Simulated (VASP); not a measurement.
# Ir (Fm-3m) in VASP: a series of runs

Aim: see how the results for Ir move with the level of theory and the settings. Levels: r2SCAN, PBE0, PBE. Tasks: single point.

All numbers are computed with VASP 6.6.1; they aren't measurements. Logs are shortened: lines on timing, memory, paths and dates and some standing lists are left out, and cuts for length are marked.

### 1 The cell of the first run

Symmetry: Fm-3m, No. 225, cubic system. Conventional cell: a = 3.831 Å, b = 3.831 Å, c = 3.831 Å, α = 90.00°, β = 90.00°, γ = 90.00°. Ir (site symmetry m-3m) has 12 Ir at 2.71 Å within 3.6 Å.

### 2 Single point, r2SCAN

Input file POSCAR:

```
Ir
1.0
    0.0000000000      1.9156000000      1.9156000000
    1.9156000000      0.0000000000      1.9156000000
    1.9156000000      1.9156000000      0.0000000000
Ir
1
Direct
    0.0000000000      0.0000000000      0.0000000000
```

Input file INCAR.step1:

```
SYSTEM = Ir
PREC     = Accurate       ! precision mode
ENCUT    = 550            ! plane-wave cutoff, eV
ISMEAR   = -1             ! smearing method
SIGMA    = 0.05           ! smearing width, eV
LREAL    = .FALSE.        ! projectors in reciprocal space
LASPH    = .TRUE.         ! aspherical terms in the spheres
NELM     = 120            ! most SCF steps
NBANDS   = 14             ! bands
GGA      = PE             ! functional
ALGO     = Normal         ! electronic algorithm
EDIFF    = 1E-5           ! SCF threshold, eV
LWAVE    = .TRUE.         ! write WAVECAR
LCHARG   = .FALSE.        ! write CHGCAR
GGA_COMPAT= .FALSE.
```

Input file INCAR.step2:

```
SYSTEM = Ir
PREC     = Accurate       ! precision mode
ENCUT    = 550            ! plane-wave cutoff, eV
EDIFF    = 1E-6           ! SCF threshold, eV
ISMEAR   = -1             ! smearing method
SIGMA    = 0.05           ! smearing width, eV
LREAL    = .FALSE.        ! projectors in reciprocal space
LASPH    = .TRUE.         ! aspherical terms in the spheres
NELM     = 120            ! most SCF steps
ALGO     = Normal         ! electronic algorithm
ISIF     = 2              ! what is computed and relaxed
LWAVE    = .FALSE.        ! write WAVECAR
LCHARG   = .FALSE.        ! write CHGCAR
METAGGA  = R2SCAN         ! meta-GGA
LMIXTAU  = .TRUE.       
NBANDS   = 14             ! bands
ISTART   = 1            
GGA_COMPAT= .FALSE.
```

Input file KPOINTS:

```
regular mesh
0
G
  12 12 12
  0 0 0
```

Potentials or basis: VASP PAW PBE potentials, release 64 (Ir_sv_GW).

Command:

```sh
cat potpaw_PBE.64/Ir_sv_GW/POTCAR > POTCAR
cp INCAR.step1 INCAR
mpirun -np 1 vasp_std > vasp.out
cp INCAR.step2 INCAR
mpirun -np 1 vasp_std > vasp.out
```

OUTCAR:

```text
SYSTEM = Ir
   PREC = Accurate
   ENCUT = 550
   EDIFF = 1E-6
   ISMEAR = -1
   LREAL = .FALSE.
   LASPH = .TRUE.
   NELM = 120
   ISIF = 2
   METAGGA = R2SCAN
   ISTART = 1

 ion  position               nearest neighbor table
   1  0.000  0.000  0.000-

  LATTYP: Found a face centered cubic cell.
 ALAT       =     3.8312000000

  Lattice vectors:

 A1 = (   0.0000000000,   1.9156000000,   1.9156000000)
 A2 = (   1.9156000000,   0.0000000000,   1.9156000000)
 A3 = (   1.9156000000,   1.9156000000,   0.0000000000)

Analysis of symmetry for initial positions (statically):
=====================================================================
 Subroutine PRICEL returns:
 Original cell was already a primitive cell.

 Routine SETGRP: Setting up the symmetry group for a
 face centered cubic supercell.

 Subroutine GETGRP returns: Found 48 space group operations
 (whereof 48 operations were pure point group operations)
 out of a pool of 48 trial point group operations.

The static configuration has the point symmetry O_h .

Analysis of symmetry for dynamics (positions and initial velocities):
=====================================================================
 Subroutine PRICEL returns:
 Original cell was already a primitive cell.

 Routine SETGRP: Setting up the symmetry group for a
 face centered cubic supercell.

 Subroutine GETGRP returns: Found 48 space group operations
 (whereof 48 operations were pure point group operations)
 out of a pool of 48 trial point group operations.

The dynamic configuration has the point symmetry O_h .

 Subroutine INISYM returns: Found 48 space group operations
 (whereof 48 operations are pure point group operations),
 and found     1 'primitive' translations

----------------------------------------------------------------------------------------

                                     Primitive cell

  volume of cell :      14.0587

  direct lattice vectors                    reciprocal lattice vectors
     0.000000000  1.915600000  1.915600000    -0.261014826  0.261014826  0.261014826
     1.915600000  0.000000000  1.915600000     0.261014826 -0.261014826  0.261014826
     1.915600000  1.915600000  0.000000000     0.261014826  0.261014826 -0.261014826

  length of vectors
     2.709067500  2.709067500  2.709067500     0.452090940  0.452090940  0.452090940

  position of ions in fractional coordinates (direct lattice)
     0.000000000  0.000000000  0.000000000

  ion indices of the primitive-cell ions
   primitive index   ion index
                 1           1

----------------------------------------------------------------------------------------

 KPOINTS: regular mesh

Automatic generation of k-mesh.
 Grid dimensions read from file:
 generate k-points for:   12   12   12

 Generating k-lattice:

  Cartesian coordinates                     Fractional coordinates (reciprocal lattice)
    -0.021751235  0.021751235  0.021751235     0.083333333  0.000000000  0.000000000
     0.021751235 -0.021751235  0.021751235     0.000000000  0.083333333  0.000000000
     0.021751235  0.021751235 -0.021751235     0.000000000  0.000000000  0.083333333

  Length of vectors
     0.037674245  0.037674245  0.037674245

  Shift w.r.t. Gamma in fractional coordinates (k-lattice)
     0.000000000  0.000000000  0.000000000

 Subroutine IBZKPT returns following result:
 ===========================================

 Found     72 irreducible k-points:

 Following reciprocal coordinates:
            Coordinates               Weight
  0.000000  0.000000  0.000000      1.000000
  0.083333  0.000000  0.000000      8.000000
  0.166667  0.000000  0.000000      8.000000
  0.250000  0.000000  0.000000      8.000000
  0.333333  0.000000  0.000000      8.000000
  0.416667  0.000000  0.000000      8.000000
[... 16 lines left out ...]
  0.500000  0.166667  0.000000     24.000000
 -0.416667  0.166667  0.000000     24.000000
 [... further k-points ...]
   k-points           NKPTS =     72   k-points in BZ     NKDIM =     72   number of bands    NBANDS=     14
   number of dos      NEDOS =    301   number of ions     NIONS =      1
   total plane-waves  NPLWV =  13824
   dimension x,y,z NGX =    24 NGY =   24 NGZ =   24
   dimension x,y,z NGXF=    48 NGYF=   48 NGZF=   48
   ions per type =               1
   NGX,Y,Z   is equivalent  to a cutoff of  14.73, 14.73, 14.73 a.u.
   NGXF,Y,Z  is equivalent  to a cutoff of  29.46, 29.46, 29.46 a.u.
 SYSTEM =  Ir
   PREC   = accura    normal or accurate (medium, high low for compatibility)
   ISTART =      1    job   : 0-new  1-cont  2-samecut
   ICHARG =      0    charge: 1-file 2-atom 10-const
   ISPIN  =      1    spin polarized calculation?
   LNONCOLLINEAR =      F non collinear calculations
   LSORBIT =      F    spin-orbit coupling
   LASPH  =      T    aspherical Exc in radial PAW
   ENCUT  =  550.0 eV  40.42 Ry    6.36 a.u.   5.18  5.18  5.18*2*pi/ulx,y,z
[... 65 lines left out ...]
      8       8.7467      2.00000
      9      11.4854      2.00000
     10      11.4854      2.00000
     11      27.0357      0.00000
     12      32.8655      0.00000
     13      32.8655      0.00000
     14      32.8655      0.00000

 k-point     2 :       0.0833    0.0000    0.0000
  band No.  band energies     occupation
      1     -82.2789      2.00000
      2     -38.1413      2.00000
      3     -38.0897      2.00000
      4     -38.0897      2.00000
      5       1.5417      2.00000
      6       8.5761      2.00000
      7       8.8821      2.00000
      8       8.8821      2.00000
      9      11.4002      2.00000
     10      11.4002      2.00000
     11      27.5912      0.00000
     12      31.5914      0.00000
     13      33.4066      0.00000
     14      33.4066      0.00000

 k-point     3 :       0.1667    0.0000    0.0000
  band No.  band energies     occupation
      1     -82.2652      2.00000
      2     -38.3044      2.00000
      3     -38.1121      2.00000
      4     -38.1121      2.00000
      5       2.4267      2.00000
      6       8.2352      2.00000
      7       9.1525      2.00000
      8       9.1525      2.00000
      9      11.3232      2.00000
     10      11.3232      2.00000
     11      28.8003      0.00000
     12      29.5265      0.00000
     13      34.9352      0.00000
     14      34.9352      0.00000

 k-point     4 :       0.2500    0.0000    0.0000
  band No.  band energies     occupation
      1     -82.2457      2.00000
      2     -38.5227      2.00000
      3     -38.1421      2.00000
      4     -38.1421      2.00000
      5       3.5289      2.00000
      6       8.2121      2.00000
      7       9.1860      2.00000
      8       9.1860      2.00000
      9      11.6950      2.00000
     10      11.6950      2.00000
     11      27.0586      0.00000
     12      29.8407      0.00000
     13      37.1334      0.00000
     14      37.1334      0.00000

 k-point     5 :       0.3333    0.0000    0.0000
  band No.  band energies     occupation
      1     -82.2275      2.00000
      2     -38.7376      2.00000
      3     -38.1732      2.00000
      4     -38.1732      2.00000
      5       4.2043      2.00000
      6       8.9377      2.00000
      7       8.9377      2.00000
      8       9.1791      2.00000
      9      12.5382      1.99199
     10      12.5382      1.99199
     11      24.6417      0.00000
[... 276 lines left out ...]
 k-point    22 :       0.4167    0.1667    0.0000
  band No.  band energies     occupation
      1     -82.2117      2.00000
      2     -38.7696      2.00000
      3     -38.2855      2.00000
      4     -38.2526      2.00000
      5       5.1660      2.00000
      6       7.7660      2.00000
      7       8.4842      2.00000
      8       9.8282      2.00000
      9      13.6369      0.00000
     10      14.0315      0.00000
     11      23.8372      0.00000
     12      29.3782      0.00000
     13      31.7004      0.00000
     14      33.9313      0.00000

 k-point    23 :       0.5000    0.1667    0.0000
  band No.  band energies     occupation
      1     -82.2016      2.00000
      2     -38.8604      2.00000
      3     -38.3322      2.00000
      4     -38.2529      2.00000
      5       5.2348      2.00000
      6       7.7779      2.00000
      7       9.3403      2.00000
      8       9.5706      2.00000
      9      13.8185      0.00000
     10      16.1632      0.00000
     11      20.8293      0.00000
     12      28.6272      0.00000
     13      31.6177      0.00000
     14      32.2428      0.00000

 k-point    24 :      -0.4167    0.1667    0.0000
  band No.  band energies     occupation
      1     -82.2003      2.00000
      2     -38.8677      2.00000
      3     -38.3610      2.00000
      4     -38.2350      2.00000
      5       5.3072      2.00000
      6       7.8043      2.00000
      7       9.4484      2.00000
      8       9.6979      2.00000
      9      13.2694      0.00022
     10      16.7913      0.00000
     11      20.5029      0.00000
     12      28.4809      0.00000
     13      30.8303      0.00000
     14      32.8761      0.00000

 [... further k-points ...]

------------------------ aborting loop because EDIFF is reached ----------------------------------------

  FORCE on cell =-STRESS in cart. coord.  units (eV):
  Direction    XX          YY          ZZ          XY          YZ          ZX
  --------------------------------------------------------------------------------------
  -------------------------------------------------------------------------------------
  Total        0.1170708      0.1170708      0.1170708      0.0000000      0.0000000      0.0000000
  in kB       13.3418105     13.3418105     13.3418105      0.0000000      0.0000000      0.0000000
  external PRESSURE =      13.3418105 kB  Pullay stress =       0.0000000 kB

 VOLUME and BASIS-vectors are now :
 -----------------------------------------------------------------------------
  energy-cutoff  :      550.00
  volume of cell :       14.06
      direct lattice vectors                 reciprocal lattice vectors
     0.000000000  1.915600000  1.915600000    -0.261014826  0.261014826  0.261014826
     1.915600000  0.000000000  1.915600000     0.261014826 -0.261014826  0.261014826
     1.915600000  1.915600000  0.000000000     0.261014826  0.261014826 -0.261014826

 POSITION                                       TOTAL-FORCE (eV/Angst)
 -----------------------------------------------------------------------------------
      0.00000      0.00000      0.00000         0.000000      0.000000      0.000000
 -----------------------------------------------------------------------------------
    total drift:                                0.000000      0.000000      0.000000

  FREE ENERGIE OF THE ION-ELECTRON SYSTEM (eV)
  ---------------------------------------------------
  free  energy   TOTEN  =       -52.9223162295 eV

  energy  without entropy=      -52.9177564331  energy(sigma->0) =      -52.92003633
```

Run time: 68 s. Hardware: 1 thread of Intel Xeon Platinum 8375C at 2.90GHz (Ice Lake), shared host; peak memory 0.16 GiB.

Results:

```yaml
Free_energy: -52.9223 eV
Pressure: 1.3 GPa
Band_gap_on_the_k_mesh: zero (an odd number of electrons rules out a gap without spin polarisation)
```

Caveat: the PAW data sets were made with another functional, which shifts forces and pressure a little; spin-orbit coupling is left out, which moves the levels of the heavy elements.

### 3 Single point, PBE0

This run uses another cell than the first one, of 13.50 Å³/atom.

Input file POSCAR:

```
Ir
1.0
    0.0000000000      1.8897103398      1.8897103398
    1.8897103398      0.0000000000      1.8897103398
    1.8897103398      1.8897103398      0.0000000000
Ir
1
Direct
    0.0000000000      0.0000000000      0.0000000000
```

Input file INCAR.step1:

```
PREC = Accurate
ENCUT = 420
EDIFF = 1E-5
ISMEAR = -1
SIGMA = 0.05
LREAL = False
LASPH = True
NELM = 120
ALGO = Normal
ISIF = 2
LWAVE = True
LCHARG = False
GGA = PE
NBANDS = 14
GGA_COMPAT = False
```

Input file INCAR.step2:

```
PREC = Accurate
ENCUT = 420
EDIFF = 1E-6
ISMEAR = -1
SIGMA = 0.05
LREAL = False
LASPH = True
NELM = 120
ALGO = Normal
ISIF = 2
LWAVE = False
LCHARG = False
GGA = PE
LHFCALC = True
AEXX = 0.25
PRECFOCK = Normal
ISTART = 1
NBANDS = 14
GGA_COMPAT = False
```

Input file KPOINTS:

```
Automatic mesh
0
Gamma
  6 6 6
```

Potentials or basis: VASP PAW PBE potentials, release 64 (Ir_sv_GW).

Command:

```sh
cat potpaw_PBE.64/Ir_sv_GW/POTCAR > POTCAR
cp INCAR.step1 INCAR
mpirun -np 1 vasp_std > vasp.out
cp INCAR.step2 INCAR
mpirun -np 1 vasp_std > vasp.out
```

Run time: 3.3 min. Hardware: 1 thread of Intel Xeon 6975P-C (Granite Rapids), shared host; peak memory 0.12 GiB.

It converged, with:

```
Free energy            : -9.9065 eV
Pressure               : 14.4 GPa
Band gap on the k mesh : zero (an odd number of electrons rules out a gap without spin polarisation)
```

Levels at points of the mesh, in eV from the Fermi level:
| k point | band 4 | band 5 | band 6 | band 7 | band 8 | band 9 | band 10 | band 11 | band 12 | band 13 |
| --- | --- | --- | --- | --- | --- | --- | --- | --- | --- | --- |
| (0.00, 0.00, 0.00) | -52.22 | -12.47 | -4.55 | -4.55 | -4.55 | -1.50 | -1.50 | 15.54 | 21.58 | 21.58 |
| (0.50, 0.00, 0.00) | -52.38 | -9.34 | -4.80 | -4.80 | -0.65 | 2.27 | 2.27 | 10.03 | 15.21 | 21.90 |
| (0.50, 0.50, 0.00) | -52.63 | -9.35 | -8.61 | 1.85 | 2.88 | 3.01 | 3.01 | 13.65 | 13.80 | 13.80 |

Caveat: the k points lie up to 0.48 Å⁻¹ apart, too coarse for converged energies and pressures of a metal; the PAW data sets were made with another functional, which shifts forces and pressure a little; spin-orbit coupling is left out, which moves the levels of the heavy elements.

### 4 Single point, PBE, non-collinear spin, zero start, spin-orbit coupling

Input file INCAR:

```
PREC = Accurate ; ENCUT = 560
EDIFF = 1E-6 ; ISMEAR = -1
SIGMA = 0.05 ; LREAL = F
LASPH = T ; NELM = 200
ALGO = Normal ; ISIF = 2
LWAVE = F ; LCHARG = T
MAGMOM = 0 0 0 ; LORBIT = 11
LSORBIT = T ; GGA_COMPAT = F
LORBMOM = T ; LMAXMIX = 4
GGA = PE ; LVHAR = T
NBANDS = 28
```

Input file KPOINTS:

```
Automatic mesh
0
Gamma
  12 12 12
```

Input file POSCAR:

```
Ir
1.0
    0.0000000000      1.9156000000      1.9156000000
    1.9156000000      0.0000000000      1.9156000000
    1.9156000000      1.9156000000      0.0000000000
Ir
1
Direct
    0.0000000000      0.0000000000      0.0000000000
```

Command:

```sh
cat potpaw_PBE.64/Ir_sv_GW/POTCAR > POTCAR
mpirun -np 1 vasp_ncl > vasp.out
```

It took 88 s on 1 thread of Intel Xeon Platinum 8259CL at 2.50GHz (Skylake/Cascade Lake), shared host; peak memory 0.23 GiB.

The run converged. Its results:

- Free energy: -11.4547 eV
- Pressure: 11.1 GPa
- Net moment: 0.00 μB per cell
- Valence electrons inside the program's atomic spheres: Ir 16.32

Moments on the atoms (μB; x, y, z):
```
Ir  0.00 0.00 0.00
```

Caveat: the cell stands under pressure.

### 5 Single point, PBE0

POSCAR is that of step 4.

Input file INCAR.step1:

```
  ALGO = Normal
  EDIFF = 1E-5
  ENCUT = 420
  GGA = PE
  GGA_COMPAT = False
  ISIF = 2
  ISMEAR = -1
  LASPH = True
  LCHARG = False
  LREAL = False
  LWAVE = True
  NBANDS = 14
  NELM = 120
  PREC = Accurate
  SIGMA = 0.05
```

Input file INCAR.step2:

```
  AEXX = 0.25
  ALGO = Normal
  EDIFF = 1E-6
  ENCUT = 420
  GGA = PE
  GGA_COMPAT = False
  ISIF = 2
  ISMEAR = -1
  ISTART = 1
  LASPH = True
  LCHARG = False
  LHFCALC = True
  LREAL = False
  LWAVE = False
  NBANDS = 14
  NELM = 120
  PREC = Accurate
  PRECFOCK = Normal
  SIGMA = 0.05
```

Input file KPOINTS:

```
k-points
0
Gamma
  6 6 6
```

Command:

```sh
cat potpaw_PBE.64/Ir_sv_GW/POTCAR > POTCAR
cp INCAR.step1 INCAR
mpirun -np 1 vasp_std > vasp.out
cp INCAR.step2 INCAR
mpirun -np 1 vasp_std > vasp.out
```

Run time: 8.7 min. Hardware: 1 thread of AMD EPYC 7R13 (Zen 3), shared host; peak memory 0.1 GiB.

Results (log left out):

```
Free energy            : -9.9302 eV
Pressure               : -3.3 GPa
Band gap on the k mesh : zero (an odd number of electrons rules out a gap without spin polarisation)
```

Levels at points of the mesh, in eV from the Fermi level:
| k point | band 6 | band 7 | band 8 | band 9 | band 10 | band 11 |
| --- | --- | --- | --- | --- | --- | --- |
| (0.00, 0.00, 0.00) | -4.32 | -4.32 | -4.32 | -1.46 | -1.46 | 15.64 |
| (0.50, 0.00, 0.00) | -4.56 | -4.56 | -0.58 | 2.14 | 2.14 | 9.53 |
| (0.50, 0.50, 0.00) | -8.16 | 1.71 | 2.83 | 2.83 | 2.84 | 12.99 |

Caveat: the k points lie up to 0.47 Å⁻¹ apart, too coarse for converged energies and pressures of a metal; the PAW data sets were made with another functional, which shifts forces and pressure a little; spin-orbit coupling is left out, which moves the levels of the heavy elements.

### 6 Overview

| level | spin | cell | k mesh | cutoff (eV) | grid for exact exchange (PRECFOCK) | share of exact exchange | gap on the mesh (eV) | pressure (GPa) |
| --- | --- | --- | --- | --- | --- | --- | --- | --- |
| r2SCAN | off | a = 2.709 Å, angles 60.0°, 1 atom | 12 × 12 × 12 | 550 | - | - | none | 1.3 |
| PBE0 | off | a = 2.672 Å, angles 60.0°, 1 atom | 6 × 6 × 6 | 420 | Normal | 0.25 | none | 14.4 |
| PBE | non-collinear, zero start, SOC | a = 2.709 Å, angles 60.0°, 1 atom | 12 × 12 × 12 | 560 | - | - | - | 11.1 |
| PBE0 | off | a = 2.709 Å, angles 60.0°, 1 atom | 6 × 6 × 6 | 420 | Normal | 0.25 | none | -3.3 |

Alike in all rows: task single point; potentials or basis VASP PAW PBE potentials, release 64 (Ir_sv_GW); smearing fermi-dirac 0.05 eV.

Caveats: some runs use coarse meshes; the PAW data sets were made with another functional, which shifts forces and pressure a little (at least some runs); spin-orbit coupling is left out, which moves the levels of the heavy elements (at least some runs); the cell stands under pressure (at least some runs).

Absolute energies hang on the potentials; compare differences alone.
